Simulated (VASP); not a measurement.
# YSe in VASP: notebook, part 2 of 2

VASP 6.6.1. The steps go on from the part before.

### 5 Single point, LDA (equal xy, yz and zx shear strains of +1 %)

INCAR

```
SYSTEM = YSe
PREC = Accurate
ENCUT = 520
EDIFF = 1E-6
ISMEAR = -1
SIGMA = 0.03
LREAL = .FALSE.
LASPH = .TRUE.
NELM = 100
ALGO = Normal
ISIF = 2
LWAVE = .FALSE.
LCHARG = .TRUE.
LELF = .TRUE.
LVHAR = .TRUE.
NBANDS = 16
```

KPOINTS

```
Automatic mesh
0
G
  7 7 7
  0 0 0
```

POSCAR

```
YSe
1.0
    0.0287500000      2.8893750000      2.8893750000
    2.8893750000      0.0287500000      2.8893750000
    2.8893750000      2.8893750000      0.0287500000
Y Se
1 1
Direct
    0.0000000000      0.0000000000      0.0000000000
    0.5000000000      0.5000000000      0.5000000000
```

Potentials or basis: VASP PAW LDA potentials, release 64 (Y_sv, Se).

Command:

```console
cat potpaw_LDA.64/Y_sv/POTCAR potpaw_LDA.64/Se/POTCAR > POTCAR
mpirun -np 1 vasp_std > vasp.out
```

OUTCAR:

```text
SYSTEM = YSe
   PREC = Accurate
   ENCUT = 520
   EDIFF = 1E-6
   ISMEAR = -1
   LREAL = .FALSE.
   LASPH = .TRUE.
   NELM = 100
   ISIF = 2

 ion  position               nearest neighbor table
   1  0.000  0.000  0.000-   2 2.88   2 2.88   2 2.88   2 2.88   2 2.88   2 2.88
   2  0.500  0.500  0.500-   1 2.88   1 2.88   1 2.88   1 2.88   1 2.88   1 2.88

  LATTYP: Found a trigonal (rhomboedric) cell.
 ALAT       =     4.0862944514
 COS(alpha) =     0.5099250056

  Lattice vectors:

 A1 = (   0.0287500000,   2.8893750000,   2.8893750000)
 A2 = (   2.8893750000,   0.0287500000,   2.8893750000)
 A3 = (   2.8893750000,   2.8893750000,   0.0287500000)

Analysis of symmetry for initial positions (statically):
=====================================================================
 Subroutine PRICEL returns:
 Original cell was already a primitive cell.

 Routine SETGRP: Setting up the symmetry group for a
 trigonal (rhombohedral) supercell.

 Subroutine GETGRP returns: Found 12 space group operations
 (whereof 12 operations were pure point group operations)
 out of a pool of 12 trial point group operations.

The static configuration has the point symmetry D_3d.

Analysis of symmetry for dynamics (positions and initial velocities):
=====================================================================
 Subroutine PRICEL returns:
 Original cell was already a primitive cell.

 Routine SETGRP: Setting up the symmetry group for a
 trigonal (rhombohedral) supercell.

 Subroutine GETGRP returns: Found 12 space group operations
 (whereof 12 operations were pure point group operations)
 out of a pool of 12 trial point group operations.

The dynamic configuration has the point symmetry D_3d.

 Subroutine INISYM returns: Found 12 space group operations
 (whereof 12 operations are pure point group operations),
 and found     1 'primitive' translations

----------------------------------------------------------------------------------------

[... 106 lines left out ...]
   EFERMI =   0.00;   METHOD = LEGACY
   ISMEAR =    -1;   SIGMA  =   0.03  broadening in eV -4-tet -1-fermi 0-gaus
   EFERMI_NEDOS =   21; number of points for ismear=-14 and -15
   IALGO  =     38    algorithm
   IMIX   =      4    mixing-type and parameters
     AMIX     =   0.40;   BMIX     =  1.00
     AMIX_MAG =   1.60;   BMIX_MAG =  1.00
  volume/ion in A,a.u.               =      23.76       160.35
  Fermi-wavevector in a.u.,A,eV,Ry     =   1.162128  2.196104 18.375245  1.350542
  Thomas-Fermi vector in A             =   2.298693
   LORBIT       =      0    0 simple, 1 ext, 2 COOP (PROOUT), +10 PAW based schemes
   GGA     = CA    functional components
   LHFCALC =     F    Hartree Fock is set to
   AEXX    =    0.0000 exact exchange contribution
   IVDW    =     0    specifies the selected vdW correction
   LEPSILON=     F    determine dielectric tensor
   LRPA    =     F    only Hartree local field effects (RPA)
 non-spin polarized calculation
  energy-cutoff  :      520.00
  volume of cell :       47.52
 maximum number of plane-waves:      1294
   NGX = 15   NGY = 15   NGZ = 15

 number of electron      16.9999999 magnetization

 Free energy of the ion-electron system (eV)
  ---------------------------------------------------
  ext. energy  EPLUGINS =         0.00000000
  ---------------------------------------------------
  free energy    TOTEN  =       -14.89541088 eV

  energy without entropy =      -14.89220642  energy(sigma->0) =      -14.89380865

 E-fermi :   5.9658     XC(G=0): -10.4150

 val. band max:        5.9350166361   @ k =   0.1429  -0.0000  -0.0000
 cond. band min:       5.9684756269   @ k =  -0.2857   0.1429   0.1429
 fundamental gap:      0.0334589908
 Fermi energy:         5.9658226312

 k-point     1 :       0.0000    0.0000    0.0000
  band No.  band energies     occupation
      1     -37.5507      2.00000
      2     -17.6417      2.00000
      3     -17.6375      2.00000
      4     -17.6375      2.00000
      5      -9.2429      2.00000
      6       2.8427      2.00000
[... 433 lines left out ...]
      3     -17.7078      2.00000
      4     -17.6677      2.00000
      5      -8.5409      2.00000
      6      -0.0043      2.00000
[... 8 lines left out ...]
     15      12.2362      0.00000
     16      13.4806      0.00000

 [... further k-points ...]
[... 5 lines left out ...]
  --------------------------------------------------------------------------------------
  -------------------------------------------------------------------------------------
  Total       -1.3297912     -1.3297912     -1.3297912     -0.0026868     -0.0026868     -0.0026868
  in kB      -44.8314686    -44.8314686    -44.8314686     -0.0905820     -0.0905820     -0.0905820
  external PRESSURE =     -44.8314686 kB  Pullay stress =       0.0000000 kB

 VOLUME and BASIS-vectors are now :
 -----------------------------------------------------------------------------
  energy-cutoff  :      520.00
  volume of cell :       47.52
      direct lattice vectors                 reciprocal lattice vectors
     0.028750000  2.889375000  2.889375000    -0.175652260  0.173921696  0.173921696
     2.889375000  0.028750000  2.889375000     0.173921696 -0.175652260  0.173921696
     2.889375000  2.889375000  0.028750000     0.173921696  0.173921696 -0.175652260

 POSITION                                       TOTAL-FORCE (eV/Angst)
 -----------------------------------------------------------------------------------
      0.00000      0.00000      0.00000         0.000000     -0.000000      0.000000
      2.90375      2.90375      2.90375        -0.000000      0.000000     -0.000000
 -----------------------------------------------------------------------------------
    total drift:                               -0.000000      0.000000      0.000000

  FREE ENERGIE OF THE ION-ELECTRON SYSTEM (eV)
  ---------------------------------------------------
  free  energy   TOTEN  =       -14.8954108792 eV

  energy  without entropy=      -14.8922064179  energy(sigma->0) =      -14.89380865
```

Run time: 50 s. Hardware: 1 thread of AMD EPYC 7R13, shared host; peak memory 0.16 GiB.

What came out:

| Quantity | Value |
| --- | --- |
| Free energy | -14.8954 eV |
| Pressure | -4.5 GPa |

Levels at points of the mesh, in eV from the Fermi level:
| k point | band 6 | band 7 | band 8 | band 9 | band 10 | band 11 |
| --- | --- | --- | --- | --- | --- | --- |
| (0.00, 0.00, 0.00) | -3.12 | -3.04 | -3.04 | -0.42 | -0.28 | -0.28 |

Caveat: the cell differs from its parent crystal (equal xy, yz and zx shear strains of +1 %).

### 6 Single point, LDA (equal xy, yz and zx shear strains of +2 %)

INCAR

```
SYSTEM = YSe
  PREC = Accurate
  ENCUT = 520
  EDIFF = 1E-7
  ISMEAR = -1
  SIGMA = 0.03
  LREAL = .False.
  LASPH = .True.
  NELM = 60
  ALGO = Normal
  ISIF = 2
  LWAVE = .False.
  LCHARG = .False.
  GGA = CA
  NBANDS = 16
```

KPOINTS

```
regular mesh
0
Gamma
  7 7 7
  0 0 0
```

POSCAR

```
YSe
1.0
    0.0575000000      2.9037500000      2.9037500000
    2.9037500000      0.0575000000      2.9037500000
    2.9037500000      2.9037500000      0.0575000000
Y Se
1 1
Direct
    0.0000000000      0.0000000000      0.0000000000
    0.5000000000      0.5000000000      0.5000000000
```

Potentials or basis: VASP PAW LDA potentials, release 64 (Y_sv, Se).

Command:

```console
cat potpaw_LDA.64/Y_sv/POTCAR potpaw_LDA.64/Se/POTCAR > POTCAR
mpirun -np 1 vasp_std > vasp.out
```

OUTCAR:

```text
SYSTEM = YSe
   PREC = Accurate
   ENCUT = 520
   EDIFF = 1E-7
   ISMEAR = -1
   LREAL = .False.
   LASPH = .True.
   NELM = 60
   ISIF = 2
   GGA = CA

 ion  position               nearest neighbor table
   1  0.000  0.000  0.000-   2 2.88   2 2.88   2 2.88   2 2.88   2 2.88   2 2.88
   2  0.500  0.500  0.500-   1 2.88   1 2.88   1 2.88   1 2.88   1 2.88   1 2.88

  LATTYP: Found a trigonal (rhomboedric) cell.
 ALAT       =     4.1069251728
 COS(alpha) =     0.5197000882

  Lattice vectors:

 A1 = (   0.0575000000,   2.9037500000,   2.9037500000)
 A2 = (   2.9037500000,   0.0575000000,   2.9037500000)
 A3 = (   2.9037500000,   2.9037500000,   0.0575000000)

Analysis of symmetry for initial positions (statically):
=====================================================================
 Subroutine PRICEL returns:
 Original cell was already a primitive cell.

 Routine SETGRP: Setting up the symmetry group for a
 trigonal (rhombohedral) supercell.

 Subroutine GETGRP returns: Found 12 space group operations
 (whereof 12 operations were pure point group operations)
 out of a pool of 12 trial point group operations.

The static configuration has the point symmetry D_3d.

Analysis of symmetry for dynamics (positions and initial velocities):
=====================================================================
 Subroutine PRICEL returns:
 Original cell was already a primitive cell.

 Routine SETGRP: Setting up the symmetry group for a
 trigonal (rhombohedral) supercell.

 Subroutine GETGRP returns: Found 12 space group operations
 (whereof 12 operations were pure point group operations)
 out of a pool of 12 trial point group operations.

The dynamic configuration has the point symmetry D_3d.

 Subroutine INISYM returns: Found 12 space group operations
 (whereof 12 operations are pure point group operations),
 and found     1 'primitive' translations

----------------------------------------------------------------------------------------

                                     Primitive cell

  volume of cell :      47.5132

  direct lattice vectors                    reciprocal lattice vectors
     0.057500000  2.903750000  2.903750000    -0.177391993  0.173947489  0.173947489
     2.903750000  0.057500000  2.903750000     0.173947489 -0.177391993  0.173947489
     2.903750000  2.903750000  0.057500000     0.173947489  0.173947489 -0.177391993

  length of vectors
     4.106925173  4.106925173  4.106925173     0.303287614  0.303287614  0.303287614

  position of ions in fractional coordinates (direct lattice)
     0.000000000  0.000000000  0.000000000
     0.500000000  0.500000000  0.500000000

  ion indices of the primitive-cell ions
   primitive index   ion index
                 1           1
                 2           2

----------------------------------------------------------------------------------------

 KPOINTS: regular mesh

Automatic generation of k-mesh.
 Grid dimensions read from file:
 generate k-points for:    7    7    7

 Generating k-lattice:

  Cartesian coordinates                     Fractional coordinates (reciprocal lattice)
    -0.025341713  0.024849641  0.024849641     0.142857143  0.000000000 -0.000000000
     0.024849641 -0.025341713  0.024849641     0.000000000  0.142857143 -0.000000000
     0.024849641  0.024849641 -0.025341713     0.000000000  0.000000000  0.142857143

  Length of vectors
     0.043326802  0.043326802  0.043326802

  Shift w.r.t. Gamma in fractional coordinates (k-lattice)
     0.000000000  0.000000000  0.000000000

 Subroutine IBZKPT returns following result:
 ===========================================

 Found     44 irreducible k-points:

 Following reciprocal coordinates:
            Coordinates               Weight
  0.000000  0.000000  0.000000      1.000000
  0.142857  0.000000  0.000000      6.000000
  0.285714  0.000000  0.000000      6.000000
  0.428571  0.000000 -0.000000      6.000000
  0.142857  0.142857 -0.000000      6.000000
  0.285714  0.142857  0.000000     12.000000
[... 16 lines left out ...]
  0.285714  0.285714  0.142857      6.000000
  0.428571  0.285714  0.142857     12.000000
 [... further k-points ...]
   k-points           NKPTS =     44   k-points in BZ     NKDIM =     44   number of bands    NBANDS=     16
   number of dos      NEDOS =    301   number of ions     NIONS =      2
   total plane-waves  NPLWV =  32768
   dimension x,y,z NGX =    32 NGY =   32 NGZ =   32
   dimension x,y,z NGXF=    64 NGYF=   64 NGZF=   64
   ions per type =               1   1
   NGX,Y,Z   is equivalent  to a cutoff of  12.95, 12.95, 12.95 a.u.
   NGXF,Y,Z  is equivalent  to a cutoff of  25.91, 25.91, 25.91 a.u.
 SYSTEM =  YSe
   PREC   = accura    normal or accurate (medium, high low for compatibility)
   ISTART =      0    job   : 0-new  1-cont  2-samecut
   ICHARG =      2    charge: 1-file 2-atom 10-const
   ISPIN  =      1    spin polarized calculation?
   LNONCOLLINEAR =      F non collinear calculations
   LSORBIT =      F    spin-orbit coupling
   LASPH  =      T    aspherical Exc in radial PAW
   ENCUT  =  520.0 eV  38.22 Ry    6.18 a.u.   7.64  7.64  7.64*2*pi/ulx,y,z
   NELM   =     60;   NELMIN=  2; NELMDL= -5     # of ELM steps
   EDIFF  = 0.1E-06   stopping-criterion for ELM
   LREAL  =      F    real-space projection
   EDIFFG = 0.1E-05   stopping-criterion for IOM
   NSW    =      0    number of steps for IOM
   IBRION =     -1    ionic relax: 0-MD 1-quasi-New 2-CG
   NFREE  =      0    steps in history (QN), initial steepest desc. (CG)
   ISIF   =      2    stress and relaxation
   ISYM   =      2    0-nonsym 1-usesym 2-fastsym
   POTIM  = 0.5000    time-step for ionic-motion
   TEBEG  =    0.0;   TEEND  =   0.0 temperature during run
   PSTRESS=    0.0 pullay stress
   NELECT =      17.0000    total number of electrons
   NUPDOWN=      -1.0000    fix difference up-down
   EMIN   =  10.00;   EMAX   =-10.00  energy-range for DOS
   EFERMI =   0.00;   METHOD = LEGACY
   ISMEAR =    -1;   SIGMA  =   0.03  broadening in eV -4-tet -1-fermi 0-gaus
   EFERMI_NEDOS =   21; number of points for ismear=-14 and -15
   IALGO  =     38    algorithm
   IMIX   =      4    mixing-type and parameters
     AMIX     =   0.40;   BMIX     =  1.00
     AMIX_MAG =   1.60;   BMIX_MAG =  1.00
  volume/ion in A,a.u.               =      23.76       160.32
  Fermi-wavevector in a.u.,A,eV,Ry     =   1.162215  2.196268 18.377980  1.350743
  Thomas-Fermi vector in A             =   2.298778
   LORBIT       =      0    0 simple, 1 ext, 2 COOP (PROOUT), +10 PAW based schemes
   GGA     = CA    functional components
   LHFCALC =     F    Hartree Fock is set to
   AEXX    =    0.0000 exact exchange contribution
   IVDW    =     0    specifies the selected vdW correction
   LEPSILON=     F    determine dielectric tensor
   LRPA    =     F    only Hartree local field effects (RPA)
 non-spin polarized calculation
  energy-cutoff  :      520.00
  volume of cell :       47.51
 maximum number of plane-waves:      1295
   NGX = 15   NGY = 15   NGZ = 15

 number of electron      17.0000000 magnetization

 Free energy of the ion-electron system (eV)
  ---------------------------------------------------
  ext. energy  EPLUGINS =         0.00000000
  ---------------------------------------------------
  free energy    TOTEN  =       -14.89501035 eV

  energy without entropy =      -14.89274422  energy(sigma->0) =      -14.89387729

 E-fermi :   5.9567     XC(G=0): -10.4162

 val. band max:        5.9256127859   @ k =  -0.2857   0.1429   0.1429
 cond. band min:       6.0369853491   @ k =   0.4286   0.1429   0.0000
 fundamental gap:      0.1113725632
 Fermi energy:         5.9567394352

 k-point     1 :       0.0000    0.0000    0.0000
  band No.  band energies     occupation
      1     -37.5487      2.00000
      2     -17.6458      2.00000
      3     -17.6320      2.00000
      4     -17.6320      2.00000
      5      -9.2416      2.00000
      6       2.7924      2.00000
[... 8 lines left out ...]
     15      12.0952      0.00000
     16      17.7894      0.00000

 k-point     2 :       0.1429    0.0000    0.0000
  band No.  band energies     occupation
      1     -37.5455      2.00000
      2     -17.6902      2.00000
      3     -17.6470      2.00000
      4     -17.6364      2.00000
      5      -9.0599      2.00000
      6       1.7987      2.00000
[... 8 lines left out ...]
     15      12.8653      0.00000
     16      15.9079      0.00000
[... 387 lines left out ...]
      5      -8.7430      2.00000
      6       0.3798      2.00000
[... 8 lines left out ...]
     15      13.0731      0.00000
     16      14.1927      0.00000

 k-point    24 :       0.4286    0.2857    0.1429
  band No.  band energies     occupation
      1     -37.5345      2.00000
      2     -17.8110      2.00000
      3     -17.7064      2.00000
      4     -17.6634      2.00000
      5      -8.5427      2.00000
      6       0.0042      2.00000
[... 8 lines left out ...]
     15      12.2235      0.00000
     16      13.4883      0.00000

 [... further k-points ...]
[... 5 lines left out ...]
  --------------------------------------------------------------------------------------
  -------------------------------------------------------------------------------------
  Total       -1.3338354     -1.3338354     -1.3338354     -0.0497416     -0.0497416     -0.0497416
  in kB      -44.9778534    -44.9778534    -44.9778534     -1.6773221     -1.6773221     -1.6773221
  external PRESSURE =     -44.9778534 kB  Pullay stress =       0.0000000 kB

 VOLUME and BASIS-vectors are now :
 -----------------------------------------------------------------------------
  energy-cutoff  :      520.00
  volume of cell :       47.51
      direct lattice vectors                 reciprocal lattice vectors
     0.057500000  2.903750000  2.903750000    -0.177391993  0.173947489  0.173947489
     2.903750000  0.057500000  2.903750000     0.173947489 -0.177391993  0.173947489
     2.903750000  2.903750000  0.057500000     0.173947489  0.173947489 -0.177391993

 POSITION                                       TOTAL-FORCE (eV/Angst)
 -----------------------------------------------------------------------------------
      0.00000      0.00000      0.00000         0.000000     -0.000000     -0.000000
      2.93250      2.93250      2.93250        -0.000000      0.000000      0.000000
 -----------------------------------------------------------------------------------
    total drift:                                0.000000     -0.000000     -0.000000

  FREE ENERGIE OF THE ION-ELECTRON SYSTEM (eV)
  ---------------------------------------------------
  free  energy   TOTEN  =       -14.8950103533 eV

  energy  without entropy=      -14.8927442247  energy(sigma->0) =      -14.89387729
```

OSZICAR:

```text
N       E                     dE             d eps       ncg     rms          rms(c)
DAV:   1     0.594929407864E+02    0.59493E+02   -0.78387E+03  1408   0.966E+02
DAV:   2    -0.123331188334E+02   -0.71826E+02   -0.68392E+02  1928   0.204E+02
DAV:   3    -0.154790798365E+02   -0.31460E+01   -0.31303E+01  1792   0.335E+01
DAV:   4    -0.155596912332E+02   -0.80611E-01   -0.80581E-01  1864   0.515E+00
DAV:   5    -0.155615387375E+02   -0.18475E-02   -0.18475E-02  1752   0.656E-01    0.239E+01
DAV:   6    -0.149705732157E+02    0.59097E+00   -0.72326E-01  1576   0.519E+00    0.174E+01
DAV:   7    -0.149112661438E+02    0.59307E-01   -0.39999E-01  2008   0.381E+00    0.437E+00
DAV:   8    -0.148956957099E+02    0.15570E-01   -0.89718E-02  1616   0.189E+00    0.291E-01
DAV:   9    -0.148950658472E+02    0.62986E-03   -0.56714E-03  1680   0.517E-01    0.142E-01
DAV:  10    -0.148950098988E+02    0.55948E-04   -0.33308E-04  1808   0.147E-01    0.129E-01
DAV:  11    -0.148950113638E+02   -0.14650E-05   -0.40728E-05  1696   0.511E-02    0.555E-02
DAV:  12    -0.148950107944E+02    0.56938E-06   -0.70126E-06  1744   0.188E-02    0.721E-03
DAV:  13    -0.148950103536E+02    0.44089E-06   -0.96488E-07  1704   0.674E-03    0.194E-03
DAV:  14    -0.148950103533E+02    0.23670E-09   -0.12344E-07  1304   0.244E-03
   1 F= -.14895010E+02 E0= -.14893877E+02  d E =-.226613E-02
```

Wall time 47 s (1 thread of AMD EPYC 7R13, shared host); peak memory 0.16 GiB.

Results:

* Free energy: -14.8950 eV
* Pressure: -4.5 GPa

Stress tensor (GPa, compression positive):
```
-4.50 -0.17 -0.17
-0.17 -4.50 -0.17
-0.17 -0.17 -4.50
```

Caveat: the cell differs from its parent crystal (equal xy, yz and zx shear strains of +2 %).

### 7 The runs side by side

```tsv
cell	gap on the mesh (eV)	pressure (GPa)
a = 4.119 Å, angles 60.0°, 2 atoms	none	-7.1
a = 4.026 Å, angles 61.3°, 2 atoms	none	-4.5
a = 4.046 Å, angles 60.7°, 2 atoms	none	-4.5
a = 4.086 Å, angles 59.3°, 2 atoms	none	-4.5
a = 4.107 Å, angles 58.7°, 2 atoms	none	-4.5
```

Alike in all rows: task single point; level LDA; potentials or basis VASP PAW LDA potentials, release 64 (Y_sv, Se); no spin polarisation; k mesh 7 × 7 × 7; cutoff (eV) 520; smearing fermi-dirac 0.03 eV.

Total energies depend on the potentials used, so only differences within one code and one set of settings carry meaning.
